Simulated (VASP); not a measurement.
# Na (Fm-3m) in VASP: a series of runs, part 2 of 2

VASP 6.6.1.

## Step 4: Single point, PBE (24.03 Å³/atom)

This run uses another cell than the first one, of 24.03 Å³/atom.

INCAR

```
  PREC = Accurate
  ENCUT = 520
  EDIFF = 1E-6
  ISMEAR = -1
  SIGMA = 0.1
  LREAL = False
  LASPH = True
  NELM = 100
  ALGO = Normal
  ISIF = 2
  LWAVE = False
  LCHARG = False
  GGA = PE
  NBANDS = 10
```

KPOINTS

```
Automatic mesh
0
Gamma
  14 14 14
```

POSCAR

```
Na
1.0
    0.0000000000      2.2903565992      2.2903565992
    2.2903565992      0.0000000000      2.2903565992
    2.2903565992      2.2903565992      0.0000000000
Na
1
Direct
    0.0000000000      0.0000000000      0.0000000000
```

Potentials or basis: VASP PAW PBE potentials, release 64 (Na_pv).

Started as:

```
$ cat potpaw_PBE.64/Na_pv/POTCAR > POTCAR
$ mpirun -np 1 vasp_std > vasp.out
```

OUTCAR:

```text
PREC = Accurate
   ENCUT = 520
   EDIFF = 1E-6
   ISMEAR = -1
   LREAL = False
   LASPH = True
   NELM = 100
   ISIF = 2
   GGA = PE

 ion  position               nearest neighbor table
   1  0.000  0.000  0.000-

  LATTYP: Found a face centered cubic cell.
 ALAT       =     4.5807131984

  Lattice vectors:

 A1 = (   0.0000000000,   2.2903565992,   2.2903565992)
 A2 = (   2.2903565992,   0.0000000000,   2.2903565992)
 A3 = (   2.2903565992,   2.2903565992,   0.0000000000)

Analysis of symmetry for initial positions (statically):
=====================================================================
 Subroutine PRICEL returns:
 Original cell was already a primitive cell.

 Routine SETGRP: Setting up the symmetry group for a
 face centered cubic supercell.

 Subroutine GETGRP returns: Found 48 space group operations
 (whereof 48 operations were pure point group operations)
 out of a pool of 48 trial point group operations.

The static configuration has the point symmetry O_h .

Analysis of symmetry for dynamics (positions and initial velocities):
=====================================================================
 Subroutine PRICEL returns:
 Original cell was already a primitive cell.

 Routine SETGRP: Setting up the symmetry group for a
 face centered cubic supercell.

 Subroutine GETGRP returns: Found 48 space group operations
 (whereof 48 operations were pure point group operations)
 out of a pool of 48 trial point group operations.

The dynamic configuration has the point symmetry O_h .

 Subroutine INISYM returns: Found 48 space group operations
 (whereof 48 operations are pure point group operations),
 and found     1 'primitive' translations

----------------------------------------------------------------------------------------

                                     Primitive cell

  volume of cell :      24.0292

  direct lattice vectors                    reciprocal lattice vectors
     0.000000000  2.290356599  2.290356599    -0.218306617  0.218306617  0.218306617
     2.290356599  0.000000000  2.290356599     0.218306617 -0.218306617  0.218306617
     2.290356599  2.290356599  0.000000000     0.218306617  0.218306617 -0.218306617

  length of vectors
     3.239053365  3.239053365  3.239053365     0.378118152  0.378118152  0.378118152

  position of ions in fractional coordinates (direct lattice)
     0.000000000  0.000000000  0.000000000

  ion indices of the primitive-cell ions
   primitive index   ion index
                 1           1

----------------------------------------------------------------------------------------

 KPOINTS: Automatic mesh

Automatic generation of k-mesh.
 Grid dimensions read from file:
 generate k-points for:   14   14   14

 Generating k-lattice:

  Cartesian coordinates                     Fractional coordinates (reciprocal lattice)
    -0.015593330  0.015593330  0.015593330     0.071428571  0.000000000  0.000000000
     0.015593330 -0.015593330  0.015593330     0.000000000  0.071428571  0.000000000
     0.015593330  0.015593330 -0.015593330     0.000000000  0.000000000  0.071428571

  Length of vectors
     0.027008439  0.027008439  0.027008439

  Shift w.r.t. Gamma in fractional coordinates (k-lattice)
     0.000000000  0.000000000  0.000000000

 Subroutine IBZKPT returns following result:
 ===========================================

 Found    104 irreducible k-points:

 Following reciprocal coordinates:
            Coordinates               Weight
  0.000000  0.000000  0.000000      1.000000
  0.071429  0.000000  0.000000      8.000000
  0.142857  0.000000  0.000000      8.000000
  0.214286  0.000000  0.000000      8.000000
  0.285714  0.000000  0.000000      8.000000
  0.357143  0.000000  0.000000      8.000000
[... 16 lines left out ...]
  0.214286  0.142857  0.000000     24.000000
  0.285714  0.142857  0.000000     24.000000
 [... further k-points ...]
   k-points           NKPTS =    104   k-points in BZ     NKDIM =    104   number of bands    NBANDS=     10
   number of dos      NEDOS =    301   number of ions     NIONS =      1
   total plane-waves  NPLWV =  13824
   dimension x,y,z NGX =    24 NGY =   24 NGZ =   24
   dimension x,y,z NGXF=    48 NGYF=   48 NGZF=   48
   ions per type =               1
   NGX,Y,Z   is equivalent  to a cutoff of  12.32, 12.32, 12.32 a.u.
   NGXF,Y,Z  is equivalent  to a cutoff of  24.64, 24.64, 24.64 a.u.
 SYSTEM =  unknown system
   PREC   = accura    normal or accurate (medium, high low for compatibility)
   ISTART =      0    job   : 0-new  1-cont  2-samecut
   ICHARG =      2    charge: 1-file 2-atom 10-const
   ISPIN  =      1    spin polarized calculation?
   LNONCOLLINEAR =      F non collinear calculations
   LSORBIT =      F    spin-orbit coupling
   LASPH  =      T    aspherical Exc in radial PAW
   ENCUT  =  520.0 eV  38.22 Ry    6.18 a.u.   6.02  6.02  6.02*2*pi/ulx,y,z
   NELM   =    100;   NELMIN=  2; NELMDL= -5     # of ELM steps
   EDIFF  = 0.1E-05   stopping-criterion for ELM
   LREAL  =      F    real-space projection
   EDIFFG = 0.1E-04   stopping-criterion for IOM
   NSW    =      0    number of steps for IOM
   IBRION =     -1    ionic relax: 0-MD 1-quasi-New 2-CG
   NFREE  =      0    steps in history (QN), initial steepest desc. (CG)
   ISIF   =      2    stress and relaxation
   ISYM   =      2    0-nonsym 1-usesym 2-fastsym
   POTIM  = 0.5000    time-step for ionic-motion
   TEBEG  =    0.0;   TEEND  =   0.0 temperature during run
   PSTRESS=    0.0 pullay stress
   NELECT =       7.0000    total number of electrons
   NUPDOWN=      -1.0000    fix difference up-down
   EMIN   =  10.00;   EMAX   =-10.00  energy-range for DOS
   EFERMI =   0.00;   METHOD = LEGACY
   ISMEAR =    -1;   SIGMA  =   0.10  broadening in eV -4-tet -1-fermi 0-gaus
   EFERMI_NEDOS =   21; number of points for ismear=-14 and -15
   IALGO  =     38    algorithm
   IMIX   =      4    mixing-type and parameters
     AMIX     =   0.40;   BMIX     =  1.00
     AMIX_MAG =   1.60;   BMIX_MAG =  1.00
  volume/ion in A,a.u.               =      24.03       162.16
  Fermi-wavevector in a.u.,A,eV,Ry     =   1.085245  2.050815 16.024349  1.177756
  Thomas-Fermi vector in A             =   2.221354
   LORBIT       =      0    0 simple, 1 ext, 2 COOP (PROOUT), +10 PAW based schemes
   GGA     = PE    functional components
   LHFCALC =     F    Hartree Fock is set to
   AEXX    =    0.0000 exact exchange contribution
   IVDW    =     0    specifies the selected vdW correction
   LEPSILON=     F    determine dielectric tensor
   LRPA    =     F    only Hartree local field effects (RPA)
 non-spin polarized calculation
  energy-cutoff  :      520.00
  volume of cell :       24.03
 maximum number of plane-waves:       658
   NGX = 13   NGY = 13   NGZ = 13

 number of electron       6.9999995 magnetization

 Free energy of the ion-electron system (eV)
  ---------------------------------------------------
  ext. energy  EPLUGINS =         0.00000000
  ---------------------------------------------------
  free energy    TOTEN  =        -1.10322466 eV

  energy without entropy =       -1.09197762  energy(sigma->0) =       -1.09760114

 E-fermi :   1.9469     XC(G=0):  -7.7571

 val. band max:        1.8365193603   @ k =   0.5000   0.3571   0.1429
 cond. band min:       1.9712562384   @ k =   0.5000   0.2857   0.0714
 fundamental gap:      0.1347368780
 Fermi energy:         1.9468503074

 k-point     1 :       0.0000    0.0000    0.0000
  band No.  band energies     occupation
      1     -22.7948      2.00000
      2     -22.7948      2.00000
      3     -22.7948      2.00000
      4      -2.3893      2.00000
      5      15.9067      0.00000
      6      15.9067      0.00000
      7      15.9067      0.00000
      8      17.4126      0.00000
      9      19.0391      0.00000
     10      19.0391      0.00000
[... 287 lines left out ...]
 k-point    24 :       0.2857    0.1429    0.0000
  band No.  band energies     occupation
      1     -22.8706      2.00000
      2     -22.8143      2.00000
      3     -22.8128      2.00000
      4      -0.7239      2.00000
      5       9.6276      0.00000
      6      13.1205      0.00000
      7      13.4888      0.00000
      8      15.2811      0.00000
      9      19.1543      0.00000
     10      21.0583      0.00000

 [... further k-points ...]

------------------------ aborting loop because EDIFF is reached ----------------------------------------

  FORCE on cell =-STRESS in cart. coord.  units (eV):
  Direction    XX          YY          ZZ          XY          YZ          ZX
  --------------------------------------------------------------------------------------
  -------------------------------------------------------------------------------------
  Total        1.1119143      1.1119143      1.1119143      0.0000000     -0.0000000      0.0000000
  in kB       74.1382947     74.1382947     74.1382947      0.0000000     -0.0000000      0.0000000
  external PRESSURE =      74.1382947 kB  Pullay stress =       0.0000000 kB

 VOLUME and BASIS-vectors are now :
 -----------------------------------------------------------------------------
  energy-cutoff  :      520.00
  volume of cell :       24.03
      direct lattice vectors                 reciprocal lattice vectors
     0.000000000  2.290356599  2.290356599    -0.218306617  0.218306617  0.218306617
     2.290356599  0.000000000  2.290356599     0.218306617 -0.218306617  0.218306617
     2.290356599  2.290356599  0.000000000     0.218306617  0.218306617 -0.218306617

 POSITION                                       TOTAL-FORCE (eV/Angst)
 -----------------------------------------------------------------------------------
      0.00000      0.00000      0.00000        -0.000000     -0.000000     -0.000000
 -----------------------------------------------------------------------------------
    total drift:                                0.000000      0.000000      0.000000

  FREE ENERGIE OF THE ION-ELECTRON SYSTEM (eV)
  ---------------------------------------------------
  free  energy   TOTEN  =        -1.1032246606 eV

  energy  without entropy=       -1.0919776154  energy(sigma->0) =       -1.09760114
```

OSZICAR:

```text
N       E                     dE             d eps       ncg     rms          rms(c)
DAV:   1     0.305173203752E+02    0.30517E+02   -0.39589E+03  2092   0.668E+02
DAV:   2    -0.442821155260E+00   -0.30960E+02   -0.30760E+02  2172   0.169E+02
DAV:   3    -0.110301014203E+01   -0.66019E+00   -0.65972E+00  2468   0.246E+01
DAV:   4    -0.110685414272E+01   -0.38440E-02   -0.38434E-02  2398   0.184E+00
DAV:   5    -0.110689131863E+01   -0.37176E-04   -0.37175E-04  2370   0.184E-01    0.302E-01
DAV:   6    -0.110473577048E+01    0.21555E-02   -0.69930E-04  2510   0.319E-01    0.192E-01
DAV:   7    -0.110322635719E+01    0.15094E-02   -0.13451E-03  2630   0.390E-01    0.201E-02
DAV:   8    -0.110322476816E+01    0.15890E-05   -0.47392E-05  2580   0.116E-01    0.270E-03
DAV:   9    -0.110322466063E+01    0.10753E-06   -0.24185E-07  1476   0.515E-03
   1 F= -.11032247E+01 E0= -.10976011E+01  d E =-.112470E-01
```

stdout:

```text
POSCAR found type information on POSCAR Na
 POSCAR found :  1 types and       1 ions
 scaLAPACK will be used
 LDA part: xc-table for (Slater+PW92), standard interpolation
 POSCAR, INCAR and KPOINTS ok, starting setup
 FFT: planning ... GRIDC
 FFT: planning ... GRID_SOFT
 FFT: planning ... GRID
 WAVECAR not read
 entering main loop
```

It took 5 s on 1 thread of Intel Xeon 6975P-C (Granite Rapids), shared host; peak memory 0.14 GiB.

What came out:

| Quantity | Value |
| --- | --- |
| Free energy | -1.1032 eV |
| Pressure | 7.4 GPa |
| Band gap on the k mesh | zero (an odd number of electrons rules out a gap without spin polarisation) |

Caveat: the cell stands under pressure.

The gap in the log of VASP goes by the Fermi energy; the results here count the filled bands.